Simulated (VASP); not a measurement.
# Au in VASP: further runs, part 2 of 2

VASP 6.6.1.

## 3. Single point, PBEsol

File INCAR:

```
SYSTEM = Au
ALGO = Normal
DIPOL = 0.5 0.5 0.500
EDIFF = 1E-6
ENCUT = 520
GGA = PS
IDIPOL = 3
ISIF = 2
ISMEAR = -1
LASPH = .True.
LCHARG = .True.
LDIPOL = .True.
LELF = .True.
LREAL = .False.
LVACPOTAV = .True.
LVHAR = .True.
LWAVE = .False.
NBANDS = 36
NELM = 80
PREC = Accurate
SIGMA = 0.1
```

File KPOINTS:

```
k-points
0
Gamma
  13 13 1
  0 0 0
```

File POSCAR:

```
Au
1.0
    2.8875034115      0.0000000000      0.0000000000
    0.0000000000      2.8875034115      0.0000000000
    0.0000000000      0.0000000000     24.1671000000
Au
5
Direct
    0.0000000000      0.0000000000      0.3327254370
    0.5000000000      0.5000000000      0.4156039609
    0.0000000000      0.0000000000      0.4999999997
    0.5000000000      0.5000000000      0.5843960390
    0.0000000000      0.0000000000      0.6672745634
```

Potentials or basis: VASP PAW PBE potentials, release 64 (Au).

Command:

```console
$ cat potpaw_PBE.64/Au/POTCAR > POTCAR
$ mpirun -np 1 vasp_std > vasp.out
```

OUTCAR:

```text
SYSTEM = Au
   EDIFF = 1E-6
   ENCUT = 520
   GGA = PS
   ISIF = 2
   ISMEAR = -1
   LASPH = .True.
   LREAL = .False.
   NELM = 80
   PREC = Accurate

 ion  position               nearest neighbor table
   1  0.000  0.000  0.333-   2 2.86   2 2.86   2 2.86   2 2.86
   2  0.500  0.500  0.416-   1 2.86   1 2.86   1 2.86   1 2.86   3 2.89   3 2.89   3 2.89   3 2.89

   3  0.000  0.000  0.500-   2 2.89   2 2.89   2 2.89   2 2.89   4 2.89   4 2.89   4 2.89   4 2.89

   4  0.500  0.500  0.584-   5 2.86   5 2.86   5 2.86   5 2.86   3 2.89   3 2.89   3 2.89   3 2.89

   5  0.000  0.000  0.667-   4 2.86   4 2.86   4 2.86   4 2.86

  LATTYP: Found a simple tetragonal cell.
 ALAT       =     2.8875034115
 C/A-ratio  =     8.3695485532

  Lattice vectors:

 A1 = (   2.8875034115,   0.0000000000,   0.0000000000)
 A2 = (   0.0000000000,   2.8875034115,   0.0000000000)
 A3 = (   0.0000000000,   0.0000000000,  24.1671000000)

Analysis of symmetry for initial positions (statically):
=====================================================================
 Subroutine PRICEL returns:
 Original cell was already a primitive cell.

 Routine SETGRP: Setting up the symmetry group for a
 simple tetragonal supercell.

 Subroutine GETGRP returns: Found 16 space group operations
 (whereof 16 operations were pure point group operations)
 out of a pool of 16 trial point group operations.

The static configuration has the point symmetry D_4h.

Analysis of symmetry for dynamics (positions and initial velocities):
=====================================================================
 Subroutine PRICEL returns:
 Original cell was already a primitive cell.

 Routine SETGRP: Setting up the symmetry group for a
 simple tetragonal supercell.

 Subroutine GETGRP returns: Found 16 space group operations
 (whereof 16 operations were pure point group operations)
 out of a pool of 16 trial point group operations.

[... 125 lines left out ...]
     AMIX     =   0.40;   BMIX     =  1.00
     AMIX_MAG =   1.60;   BMIX_MAG =  1.00
  volume/ion in A,a.u.               =      40.30       271.95
  Fermi-wavevector in a.u.,A,eV,Ry     =   1.061954  2.006803 15.343932  1.127747
  Thomas-Fermi vector in A             =   2.197388
   LORBIT       =      0    0 simple, 1 ext, 2 COOP (PROOUT), +10 PAW based schemes
   GGA     = PS    functional components
   LHFCALC =     F    Hartree Fock is set to
   AEXX    =    0.0000 exact exchange contribution
   IVDW    =     0    specifies the selected vdW correction
   LEPSILON=     F    determine dielectric tensor
   LRPA    =     F    only Hartree local field effects (RPA)
 non-spin polarized calculation
  energy-cutoff  :      520.00
  volume of cell :      201.50
 maximum number of plane-waves:      5485
 NGX is ok and might be reduce to    24
   NGX = 11   NGY = 11   NGZ = 89

 dipolmoment           0.000000      0.000000     -0.000000 electrons x Angstroem

 number of electron      55.0000008 magnetization

 dipolmoment           0.000000      0.000000      0.000000 electrons x Angstroem

 Free energy of the ion-electron system (eV)
  ---------------------------------------------------
  ext. energy  EPLUGINS =         0.00000000
  ---------------------------------------------------
  free energy    TOTEN  =       -18.41814550 eV

  energy without entropy =      -18.37089343  energy(sigma->0) =      -18.39451946

 E-fermi :   0.8753     XC(G=0):  -6.1601

 val. band max:        0.8645871216   @ k =   0.4615   0.1538   0.0000
 cond. band min:       0.8998118157   @ k =   0.0000   0.0000   0.0000
 fundamental gap:      0.0352246941
 Fermi energy:         0.8753177539

 k-point     1 :       0.0000    0.0000    0.0000
  band No.  band energies     occupation
      1      -8.6212      2.00000
      2      -7.4969      2.00000
      3      -6.2164      2.00000
      4      -5.7500      2.00000
      5      -5.6877      2.00000
      6      -5.5280      2.00000
[... 925 lines left out ...]
     35       8.6251      0.00000
     36       8.9435      0.00000

 [... further k-points ...]
[... 5 lines left out ...]
  --------------------------------------------------------------------------------------
  -------------------------------------------------------------------------------------
  Total       -2.6001102     -2.6001102     -0.1611295      0.0000000      0.0000000      0.0000000
  in kB      -20.6743939    -20.6743939     -1.2811979      0.0000000      0.0000000      0.0000000
  external PRESSURE =     -14.2099952 kB  Pullay stress =       0.0000000 kB

 VOLUME and BASIS-vectors are now :
 -----------------------------------------------------------------------------
  energy-cutoff  :      520.00
  volume of cell :      201.50
      direct lattice vectors                 reciprocal lattice vectors
     2.887503412  0.000000000  0.000000000     0.346319937  0.000000000  0.000000000
     0.000000000  2.887503412  0.000000000     0.000000000  0.346319937  0.000000000
     0.000000000  0.000000000 24.167100000     0.000000000  0.000000000  0.041378568

 POSITION                                       TOTAL-FORCE (eV/Angst)
 -----------------------------------------------------------------------------------
      0.00000      0.00000      8.04101        -0.000000      0.000000      0.011880
      1.44375      1.44375     10.04394         0.000000     -0.000000     -0.000309
      0.00000      0.00000     12.08355         0.000000     -0.000000      0.000000
      1.44375      1.44375     14.12316        -0.000000     -0.000000      0.000309
      0.00000      0.00000     16.12609         0.000000      0.000000     -0.011880
 -----------------------------------------------------------------------------------
    total drift:                                0.000000     -0.000000      0.000001

  FREE ENERGIE OF THE ION-ELECTRON SYSTEM (eV)
  ---------------------------------------------------
  free  energy   TOTEN  =       -18.4181455018 eV

  energy  without entropy=      -18.3708934268  energy(sigma->0) =      -18.39451946

 vacuum level on the upper side and lower side of the slab         6.054         6.054
```

Wall time 2 min (1 thread of Intel Xeon 6975P-C (Granite Rapids), shared host); peak memory 0.38 GiB.

Results:

```
Free energy            : -18.4181 eV
Largest force          : 0.012 eV/Å
Band gap on the k mesh : zero (an odd number of electrons rules out a gap without spin polarisation)
```

Forces on the atoms (eV/Å):
```
Au   0.000  0.000  0.012
Au   0.000  0.000  0.000
Au   0.000  0.000  0.000
Au   0.000  0.000  0.000
Au   0.000  0.000 -0.012
```

Caveat: the PAW data sets were made with another functional, which shifts forces and pressure a little; spin-orbit coupling is left out, which moves the levels of the heavy elements.

## 4. Single point, PBEsol

File INCAR:

```
PREC = Accurate
ENCUT = 520
EDIFF = 1E-6
ISMEAR = -1
SIGMA = 0.1
LREAL = False
LASPH = True
NELM = 100
ALGO = Normal
ISIF = 2
LWAVE = False
LCHARG = True
LDIPOL = True
IDIPOL = 3
DIPOL = 0.5 0.5 0.500
GGA = PS
LELF = True
LVHAR = True
LVACPOTAV = True
NBANDS = 36
```

File KPOINTS:

```
regular mesh
0
Gamma
  13 13 1
```

POSCAR is that of step 3.

Potentials or basis: VASP PAW PBE potentials, release 64 (Au).

Command:

```console
$ cat potpaw_PBE.64/Au/POTCAR > POTCAR
$ mpirun -np 1 vasp_std > vasp.out
```

OUTCAR:

```text
PREC = Accurate
   ENCUT = 520
   EDIFF = 1E-6
   ISMEAR = -1
   LREAL = False
   LASPH = True
   NELM = 100
   ISIF = 2
   GGA = PS

 ion  position               nearest neighbor table
   1  0.000  0.000  0.333-   2 2.86   2 2.86   2 2.86   2 2.86
   2  0.500  0.500  0.416-   1 2.86   1 2.86   1 2.86   1 2.86   3 2.89   3 2.89   3 2.89   3 2.89

   3  0.000  0.000  0.500-   2 2.89   2 2.89   2 2.89   2 2.89   4 2.89   4 2.89   4 2.89   4 2.89

   4  0.500  0.500  0.584-   5 2.86   5 2.86   5 2.86   5 2.86   3 2.89   3 2.89   3 2.89   3 2.89

   5  0.000  0.000  0.667-   4 2.86   4 2.86   4 2.86   4 2.86

  LATTYP: Found a simple tetragonal cell.
 ALAT       =     2.8875034115
 C/A-ratio  =     8.3695485532

[... 1141 lines left out ...]
  Total       -2.6001102     -2.6001102     -0.1611295      0.0000000      0.0000000      0.0000000
  in kB      -20.6743939    -20.6743939     -1.2811979      0.0000000      0.0000000      0.0000000
  external PRESSURE =     -14.2099952 kB  Pullay stress =       0.0000000 kB

 VOLUME and BASIS-vectors are now :
 -----------------------------------------------------------------------------
  energy-cutoff  :      520.00
  volume of cell :      201.50
      direct lattice vectors                 reciprocal lattice vectors
     2.887503412  0.000000000  0.000000000     0.346319937  0.000000000  0.000000000
     0.000000000  2.887503412  0.000000000     0.000000000  0.346319937  0.000000000
     0.000000000  0.000000000 24.167100000     0.000000000  0.000000000  0.041378568

 POSITION                                       TOTAL-FORCE (eV/Angst)
 -----------------------------------------------------------------------------------
      0.00000      0.00000      8.04101        -0.000000      0.000000      0.011880
      1.44375      1.44375     10.04394         0.000000     -0.000000     -0.000309
      0.00000      0.00000     12.08355         0.000000     -0.000000      0.000000
      1.44375      1.44375     14.12316        -0.000000     -0.000000      0.000309
      0.00000      0.00000     16.12609         0.000000      0.000000     -0.011880
 -----------------------------------------------------------------------------------
    total drift:                                0.000000     -0.000000      0.000001

  FREE ENERGIE OF THE ION-ELECTRON SYSTEM (eV)
  ---------------------------------------------------
  free  energy   TOTEN  =       -18.4181455018 eV

  energy  without entropy=      -18.3708934268  energy(sigma->0) =      -18.39451946

 vacuum level on the upper side and lower side of the slab         6.054         6.054
```

OSZICAR:

```text
N       E                     dE             d eps       ncg     rms          rms(c)
DAV:   1     0.361090552385E+03    0.36109E+03   -0.25171E+04  2016   0.131E+03
DAV:   2    -0.607282351139E+01   -0.36716E+03   -0.34625E+03  2372   0.278E+02
DAV:   3    -0.198090424441E+02   -0.13736E+02   -0.13498E+02  2288   0.523E+01
DAV:   4    -0.200155747430E+02   -0.20653E+00   -0.20616E+00  2396   0.650E+00
DAV:   5    -0.200191641693E+02   -0.35894E-02   -0.35883E-02  2260   0.881E-01    0.191E+01
DAV:   6    -0.185386054784E+02    0.14806E+01   -0.45939E+00  2184   0.141E+01    0.127E+01
DAV:   7    -0.184974861934E+02    0.41119E-01   -0.12823E+00  2120   0.993E+00    0.391E+00
DAV:   8    -0.184386930975E+02    0.58793E-01   -0.75468E-01  2044   0.101E+01    0.177E+00
DAV:   9    -0.184184903287E+02    0.20203E-01   -0.82302E-02  2188   0.291E+00    0.271E-01
DAV:  10    -0.184180069057E+02    0.48342E-03   -0.88587E-03  2344   0.741E-01    0.668E-02
DAV:  11    -0.184180653301E+02   -0.58424E-04   -0.33818E-04  2168   0.121E-01    0.549E-02
DAV:  12    -0.184180998468E+02   -0.34517E-04   -0.19677E-05  2284   0.395E-02    0.319E-02
DAV:  13    -0.184181252187E+02   -0.25372E-04   -0.28492E-05  2164   0.563E-02    0.471E-03
DAV:  14    -0.184181290727E+02   -0.38540E-05   -0.14678E-06  1584   0.100E-02    0.163E-03
DAV:  15    -0.184181377241E+02   -0.86514E-05   -0.66303E-07  1444   0.520E-03    0.104E-03
DAV:  16    -0.184181402665E+02   -0.25424E-05   -0.10745E-07  1476   0.178E-03    0.419E-04
DAV:  17    -0.184181447122E+02   -0.44457E-05   -0.18218E-07  1416   0.109E-03    0.291E-04
DAV:  18    -0.184181455018E+02   -0.78968E-06   -0.13925E-08  1396   0.660E-04
   1 F= -.18418146E+02 E0= -.18394519E+02  d E =-.472521E-01
```

stdout:

```text
POSCAR found type information on POSCAR Au
 POSCAR found :  1 types and       5 ions
 scaLAPACK will be used
 -----------------------------------------------------------------------------
|                                                                             |
[... 23 lines left out ...]
|     field-free region was found. Please increase the size of  your cell     |
|     in the dimension of the dipole correction to obtain accurate            |
|     workfunction values.                                                    |
|                                                                             |
 -----------------------------------------------------------------------------
```

Run time: 2.3 min. Hardware: 1 thread of Intel Xeon 6975P-C (Granite Rapids), shared host; peak memory 0.37 GiB.

Results:

* Free energy: -18.4181 eV
* Largest force: 0.012 eV/Å
* Band gap on the k mesh: zero (an odd number of electrons rules out a gap without spin polarisation)

Forces on the atoms (eV/Å):
```
Au   0.000  0.000  0.012
Au   0.000  0.000  0.000
Au   0.000  0.000  0.000
Au   0.000  0.000  0.000
Au   0.000  0.000 -0.012
```

Caveat: the PAW data sets were made with another functional, which shifts forces and pressure a little; spin-orbit coupling is left out, which moves the levels of the heavy elements.
